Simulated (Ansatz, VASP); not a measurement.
# Bi6Te: VASP beside Ansatz

INCAR

```
PREC = Accurate ; ENCUT = 600
EDIFF = 1E-6 ; ISMEAR = 0
SIGMA = 0.2 ; LREAL = False
LASPH = True ; NELM = 60
ALGO = Fast ; ISIF = 3
LWAVE = False ; LCHARG = False
GGA = PE ; IBRION = 2
NSW = 80 ; EDIFFG = -0.025
```

The input KPOINTS:

```
regular mesh
0
Gamma
  6 6 2
```

Contents of POSCAR:

```
Bi6Te
1.0
    4.5167439335      0.0373648702      0.0621803508
   -2.2260130400      3.9298184016     -0.0262682440
    0.1982069610      0.0177482741     14.0105322614
Bi Te
6 1
Direct
   -0.0021125333     -0.0046992951      0.2858699952
    0.3346207617      0.6744259350      0.4309670630
    0.9887586950      1.0133946273      0.7172027326
    0.6620217289      0.3310832315      0.5655050873
    0.3603087701      0.6617352026      0.8504356269
    0.6739384504      0.3261875335      0.1454931708
   -0.0175358728      0.9978727652      0.0045263242
```

Input for Ansatz:

```yaml
crystal:
  lattice:
    - [4.5167439335, 0.0373648702, 0.0621803508]
    - [-2.22601304, 3.9298184016, -0.026268244]
    - [0.198206961, 0.0177482741, 14.0105322614]
  atoms:
    - { symbol: Bi, position: [-0.0021125333, -0.0046992951, 0.2858699952] }
    - { symbol: Bi, position: [0.3346207617, 0.674425935, 0.430967063] }
    - { symbol: Bi, position: [0.988758695, 1.0133946273, 0.7172027326] }
    - { symbol: Bi, position: [0.6620217289, 0.3310832315, 0.5655050873] }
    - { symbol: Bi, position: [0.3603087701, 0.6617352026, 0.8504356269] }
    - { symbol: Bi, position: [0.6739384504, 0.3261875335, 0.1454931708] }
    - { symbol: Te, position: [-0.0175358728, 0.9978727652, 0.0045263242] }
basis:
  ecutwfc: 420
kpoints:
  mp_grid: { grid: [6, 6, 2] }
hamiltonian:
  xc: pbe
scf:
  occupations: { method: gaussian, width: 0.2 }
  lower_state_search: "off"
output:
  forces: true
  stress: true
  eigenvalues: true
relax:
  adjacent_minimum: "off"
  f_tol: 0.025
  max_steps: 60
  cell: { stress_tol: 0.25 }
```

Change from the starting cell: cell x1, atoms moved at random (sigma 0.05 Å) and cell strained at random (1.5 %), then relaxed without symmetry.

Alike in both runs: task relaxation of cell and atoms; functional PBE; k mesh 6 × 6 × 2; occupations gaussian, width 0.2 eV; no spin polarisation.

```csv
,VASP,Ansatz
version,VASP 6.6.1,Ansatz 0.2.0
potentials or method,"VASP PAW PBE potentials, release 64 (Bi_d, Te), cutoff 600 eV","scalar-relativistic, plane waves, PAW"
valence electrons in the cell,96,106
```

|  | VASP | Ansatz | Ansatz less VASP |
| --- | --- | --- | --- |
| gap on the k mesh at the Fermi level, each at its own relaxed structure (eV) | none | none | - |
| relaxed volume (Å³/atom) | 35.27 | 35.61 | +0.340 |
| relaxed length of the cell vector where the two differ most in proportion (Å) | 4.510 | 4.620 | +0.1105 |

A gap of «none» marks a metal or a gap that the smearing closes. VASP's potentials hold 96 valence electrons a cell and Ansatz's 106, so a difference there can come from the potentials and not from the codes.

Spin-orbit coupling is off throughout.
